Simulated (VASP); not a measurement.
# Ca2ScGaC6N6 (Fm-3m) in VASP: relaxation of cell and atoms with PBE

Aim: the relaxation of cell and atoms of Ca2ScGaC6N6 with PBE.

Program: VASP 6.6.1. These are calculated values, not measurements. Logs are shortened: lines on timing, memory, paths and dates and some standing lists are left out, and cuts for length are marked.

**1. The cell of the first run**

The structure is cubic, space group Fm-3m (No. 225). The conventional cell has a = 10.983 Å, b = 10.983 Å, c = 10.983 Å, α = 90.00°, β = 90.00°, γ = 90.00°. Ca (site symmetry -43m) has 12 N at 3.92 Å and 12 C at 3.93 Å and 4 Sc at 4.76 Å and 4 Ga at 4.76 Å within 5.2 Å. Within 2.9 Å of Sc (site symmetry m-3m) lie 6 N at 2.18 Å. Within 2.8 Å of Ga (site symmetry m-3m) lie 6 C at 2.13 Å. C (site symmetry 4mm) has 1 N at 1.18 Å within 1.6 Å. N (site symmetry 4mm) has 1 C at 1.18 Å within 1.6 Å.

**2. Relaxation of cell and atoms, PBE**

Input file INCAR:

```
SYSTEM = Ca2ScGaC6N6
PREC     = Accurate       ! precision mode
ENCUT    = 600            ! plane-wave cutoff, eV
EDIFF    = 1E-7           ! SCF threshold, eV
ISMEAR   = 0              ! smearing method
SIGMA    = 0.1            ! smearing width, eV
LREAL    = .FALSE.        ! projectors in reciprocal space
LASPH    = .TRUE.         ! aspherical terms in the spheres
NELM     = 120            ! most SCF steps
ALGO     = Normal         ! electronic algorithm
ISIF     = 3              ! what is computed and relaxed
LWAVE    = .FALSE.        ! write WAVECAR
LCHARG   = .FALSE.        ! write CHGCAR
GGA      = PE             ! functional
IBRION   = 2              ! ionic algorithm
NSW      = 100            ! ionic steps
EDIFFG   = -0.01          ! ionic threshold
GGA_COMPAT= .FALSE.      
NELMIN   = 4
```

Input file KPOINTS:

```
regular mesh
0
G
  6 6 6
  0 0 0
```

Input file POSCAR:

```
Ca2ScGaC6N6
1.0
    0.0000000000      5.4913678368      5.4913678368
    5.4913678368      0.0000000000      5.4913678368
    5.4913678368      5.4913678368      0.0000000000
Ca Sc Ga C N
2 1 1 6 6
Direct
    0.2500000000      0.2500000000      0.2500000000
    0.7500000000      0.7500000000      0.7500000000
    0.5000000000      0.5000000000      0.5000000000
    0.0000000000      0.0000000000      0.0000000000
    0.8057594934      0.1942405066      0.1942405066
    0.1942405066      0.8057594934      0.1942405066
    0.1942405066      0.1942405066      0.8057594934
    0.1942405066      0.8057594934      0.8057594934
    0.8057594934      0.1942405066      0.8057594934
    0.8057594934      0.8057594934      0.1942405066
    0.6982117286      0.3017882714      0.3017882714
    0.3017882714      0.6982117286      0.3017882714
    0.3017882714      0.3017882714      0.6982117286
    0.3017882714      0.6982117286      0.6982117286
    0.6982117286      0.3017882714      0.6982117286
    0.6982117286      0.6982117286      0.3017882714
```

Potentials or basis: VASP PAW PBE potentials, release 64 (Ca_sv, Sc_sv, Ga_d, C, N).

Launch:

```console
$ cat potpaw_PBE.64/Ca_sv/POTCAR potpaw_PBE.64/Sc_sv/POTCAR potpaw_PBE.64/Ga_d/POTCAR potpaw_PBE.64/C/POTCAR potpaw_PBE.64/N/POTCAR > POTCAR
$ mpirun -np 1 vasp_std > vasp.out
```

OUTCAR:

```text
SYSTEM = Ca2ScGaC6N6
   PREC = Accurate
   ENCUT = 600
   EDIFF = 1E-7
   ISMEAR = 0
   LREAL = .FALSE.
   LASPH = .TRUE.
   NELM = 120
   ISIF = 3
   GGA = PE
   IBRION = 2
   NSW = 100
   EDIFFG = -0.01
   NELMIN = 4

 ion  position               nearest neighbor table
   1  0.250  0.250  0.250-
   2  0.750  0.750  0.750-
   3  0.500  0.500  0.500-  11 2.18  12 2.18  13 2.18  14 2.18  15 2.18  16 2.18
   4  0.000  0.000  0.000-   5 2.13   6 2.13   7 2.13   8 2.13   9 2.13  10 2.13
   5  0.806  0.194  0.194-  11 1.18   4 2.13
   6  0.194  0.806  0.194-  12 1.18   4 2.13
   7  0.194  0.194  0.806-  13 1.18   4 2.13
   8  0.194  0.806  0.806-  14 1.18   4 2.13
   9  0.806  0.194  0.806-  15 1.18   4 2.13
  10  0.806  0.806  0.194-  16 1.18   4 2.13
  11  0.698  0.302  0.302-   5 1.18   3 2.18
  12  0.302  0.698  0.302-   6 1.18   3 2.18
  13  0.302  0.302  0.698-   7 1.18   3 2.18
  14  0.302  0.698  0.698-   8 1.18   3 2.18
  15  0.698  0.302  0.698-   9 1.18   3 2.18
  16  0.698  0.698  0.302-  10 1.18   3 2.18

  LATTYP: Found a face centered cubic cell.
 ALAT       =    10.9827356736

  Lattice vectors:

 A1 = (   0.0000000000,   5.4913678368,   5.4913678368)
 A2 = (   5.4913678368,   0.0000000000,   5.4913678368)
 A3 = (   5.4913678368,   5.4913678368,   0.0000000000)

Analysis of symmetry for initial positions (statically):
=====================================================================
 Subroutine PRICEL returns:
 Original cell was already a primitive cell.

 Routine SETGRP: Setting up the symmetry group for a
 face centered cubic supercell.

 Subroutine GETGRP returns: Found 48 space group operations
 (whereof 48 operations were pure point group operations)
 out of a pool of 48 trial point group operations.

The static configuration has the point symmetry O_h .

Analysis of symmetry for dynamics (positions and initial velocities):
=====================================================================
 Subroutine PRICEL returns:
 Original cell was already a primitive cell.

 Routine SETGRP: Setting up the symmetry group for a
 face centered cubic supercell.

 Subroutine GETGRP returns: Found 48 space group operations
 (whereof 48 operations were pure point group operations)
 out of a pool of 48 trial point group operations.

The dynamic configuration has the point symmetry O_h .

 Subroutine INISYM returns: Found 48 space group operations
 (whereof 48 operations are pure point group operations),
 and found     1 'primitive' translations

----------------------------------------------------------------------------------------

[... 103 lines left out ...]
   ISTART =      0    job   : 0-new  1-cont  2-samecut
   ICHARG =      2    charge: 1-file 2-atom 10-const
   ISPIN  =      1    spin polarized calculation?
   LNONCOLLINEAR =      F non collinear calculations
   LSORBIT =      F    spin-orbit coupling
   LASPH  =      T    aspherical Exc in radial PAW
   ENCUT  =  600.0 eV  44.10 Ry    6.64 a.u.  15.51 15.51 15.51*2*pi/ulx,y,z
   NELM   =    120;   NELMIN=  4; NELMDL= -5     # of ELM steps
   EDIFF  = 0.1E-06   stopping-criterion for ELM
   LREAL  =      F    real-space projection
   EDIFFG = -.1E-01   stopping-criterion for IOM
   NSW    =    100    number of steps for IOM
   IBRION =      2    ionic relax: 0-MD 1-quasi-New 2-CG
   NFREE  =      1    steps in history (QN), initial steepest desc. (CG)
   ISIF   =      3    stress and relaxation
   ISYM   =      2    0-nonsym 1-usesym 2-fastsym
   POTIM  = 0.5000    time-step for ionic-motion
   TEBEG  =    0.0;   TEEND  =   0.0 temperature during run
   PSTRESS=    0.0 pullay stress
   NELECT =      98.0000    total number of electrons
   NUPDOWN=      -1.0000    fix difference up-down
   EMIN   =  10.00;   EMAX   =-10.00  energy-range for DOS
   EFERMI =   0.00;   METHOD = LEGACY
   ISMEAR =     0;   SIGMA  =   0.10  broadening in eV -4-tet -1-fermi 0-gaus
   EFERMI_NEDOS =   21; number of points for ismear=-14 and -15
   IALGO  =     38    algorithm
   IMIX   =      4    mixing-type and parameters
     AMIX     =   0.40;   BMIX     =  1.00
     AMIX_MAG =   1.60;   BMIX_MAG =  1.00
  volume/ion in A,a.u.               =      20.70       139.68
  Fermi-wavevector in a.u.,A,eV,Ry     =   1.090920  2.061540 16.192388  1.190107
  Thomas-Fermi vector in A             =   2.227155
   LORBIT       =      0    0 simple, 1 ext, 2 COOP (PROOUT), +10 PAW based schemes
   GGA     = PE    functional components
   LHFCALC =     F    Hartree Fock is set to
   AEXX    =    0.0000 exact exchange contribution
   IVDW    =     0    specifies the selected vdW correction
   LEPSILON=     F    determine dielectric tensor
   LRPA    =     F    only Hartree local field effects (RPA)
 conjugate gradient relaxation of ions
 non-spin polarized calculation
 Gauss-broadening in eV      SIGMA  =   0.10
  energy-cutoff  :      600.00
  volume of cell :      331.19
 maximum number of plane-waves:     11085
 NGX is ok and might be reduce to    64
   NGX = 31   NGY = 31   NGZ = 31

--------------------------------------- Ionic step        1  -------------------------------------------

 number of electron      97.9999990 magnetization

 Free energy of the ion-electron system (eV)
  ---------------------------------------------------
  ext. energy  EPLUGINS =         0.00000000
  ---------------------------------------------------
  free energy    TOTEN  =      -114.11989754 eV

  energy without entropy =     -114.08407558  energy(sigma->0) =     -114.10198656

------------------------ aborting loop because EDIFF is reached ----------------------------------------

  FORCE on cell =-STRESS in cart. coord.  units (eV):
  Direction    XX          YY          ZZ          XY          YZ          ZX
  --------------------------------------------------------------------------------------
  -------------------------------------------------------------------------------------
  Total        0.7249438      0.7249438      0.7249438      0.0000000     -0.0000000     -0.0000000
  in kB        3.5070610      3.5070610      3.5070610      0.0000000     -0.0000000     -0.0000000
  external PRESSURE =       3.5070610 kB  Pullay stress =       0.0000000 kB
[... 137 lines left out ...]
--------------------------------------- Ionic step        4  -------------------------------------------

 number of electron      97.9999990 magnetization

 Free energy of the ion-electron system (eV)
  ---------------------------------------------------
  ext. energy  EPLUGINS =         0.00000000
  ---------------------------------------------------
  free energy    TOTEN  =      -114.12236100 eV

  energy without entropy =     -114.08635768  energy(sigma->0) =     -114.10435934

 E-fermi :   2.4142     XC(G=0):  -7.8506

 val. band max:        2.3868341563   @ k =  -0.3333   0.5000   0.1667
 cond. band min:       2.4175183207   @ k =  -0.3333   0.1667   0.0000
 fundamental gap:      0.0306841644
 Fermi energy:         2.4141989158

 k-point     1 :       0.0000    0.0000    0.0000
  band No.  band energies     occupation
      1     -47.6044      2.00000
      2     -42.0140      2.00000
      3     -42.0140      2.00000
      4     -26.3103      2.00000
      5     -26.3103      2.00000
      6     -26.3103      2.00000
[... 1008 lines left out ...]
  FREE ENERGIE OF THE ION-ELECTRON SYSTEM (eV)
  ---------------------------------------------------
  free  energy   TOTEN  =      -114.1223610041 eV

  energy  without entropy=     -114.0863576775  energy(sigma->0) =     -114.10435934

 reached required accuracy - stopping structural energy minimisation
```

OSZICAR:

```text
N       E                     dE             d eps       ncg     rms          rms(c)
DAV:   1     0.133053401985E+04    0.13305E+04   -0.46943E+04  1984   0.186E+03
DAV:   2     0.959644624180E+02   -0.12346E+04   -0.12131E+04  2256   0.533E+02
[... 45 lines left out ...]
   3 F= -.11412236E+03 E0= -.11410436E+03  d E =-.246264E-02
       N       E                     dE             d eps       ncg     rms          rms(c)
DAV:   1    -0.114122360848E+03   -0.75214E-06   -0.37224E-05  2160   0.293E-02    0.257E-03
DAV:   2    -0.114122361002E+03   -0.15339E-06   -0.22730E-06  2664   0.838E-03    0.181E-03
DAV:   3    -0.114122360976E+03    0.25339E-07   -0.15976E-07  1446   0.224E-03    0.113E-03
DAV:   4    -0.114122361004E+03   -0.27621E-07   -0.58715E-08  1360   0.181E-03
   4 F= -.11412236E+03 E0= -.11410436E+03  d E =-.246347E-02
```

It took 16 min on 1 thread of Intel Xeon 6975P-C (Granite Rapids), shared host; peak memory 0.89 GiB.

What came out:

```
Free energy                           : -114.1224 eV
Relaxed volume                        : 20.71 Å³/atom
Relaxed cell                          : a = 7.768 Å, b = 7.768 Å, c = 7.768 Å, α = 60.00°, β = 60.00°, γ = 60.00°
Space group after relaxing (to 0.1 Å) : Fm-3m (No. 225)
Energy gained by relaxing             : 0.2 meV/atom
Ionic steps                           : 4
Pressure after relaxing               : 0.0 GPa
Largest force after relaxing          : 0.006 eV/Å
Band gap on the k mesh                : zero (bands 49 and 50 overlap by 0.39 eV)
```

Forces in eV/Å, atoms in the order of the input:
```
Ca   0.000  0.000  0.000
Ca   0.000  0.000  0.000
Sc   0.000  0.000  0.000
Ga   0.000  0.000  0.000
C    0.006  0.000  0.000
C    0.000  0.006  0.000
C    0.000  0.000  0.006
C   -0.006  0.000  0.000
C    0.000 -0.006  0.000
C    0.000  0.000 -0.006
N    0.004  0.000  0.000
N    0.000  0.004  0.000
N    0.000  0.000  0.004
N   -0.004  0.000  0.000
N    0.000 -0.004  0.000
N    0.000  0.000 -0.004
```

The path:
```csv
step,energy change (eV),largest force (eV/Å),pressure (GPa),volume (Å³)
1,0.0000,0.2897,0.35,331.19
2,0.2024,2.4346,-2.82,333.36
3,-0.0025,0.0120,0.02,331.39
4,-0.0025,0.0065,0.02,331.39
```

Final structure:
```xyz
16
Lattice="0.0000 5.4925 5.4925 5.4925 0.0000 5.4925 5.4925 5.4925 0.0000" Properties=species:S:1:pos:R:3 pbc="T T T"
Ca    2.7462    2.7462    2.7462
Ca    8.2387    8.2387    8.2387
Sc    5.4925    5.4925    5.4925
Ga    0.0000    0.0000    0.0000
C     2.1324    5.4925    5.4925
C     5.4925    2.1324    5.4925
C     5.4925    5.4925    2.1324
C     8.8526    5.4925    5.4925
C     5.4925    8.8526    5.4925
C     5.4925    5.4925    8.8526
N     3.3165    5.4925    5.4925
N     5.4925    3.3165    5.4925
N     5.4925    5.4925    3.3165
N     7.6685    5.4925    5.4925
N     5.4925    7.6685    5.4925
N     5.4925    5.4925    7.6685
```

The gap in the log of VASP goes by the Fermi energy; the results here count the filled bands.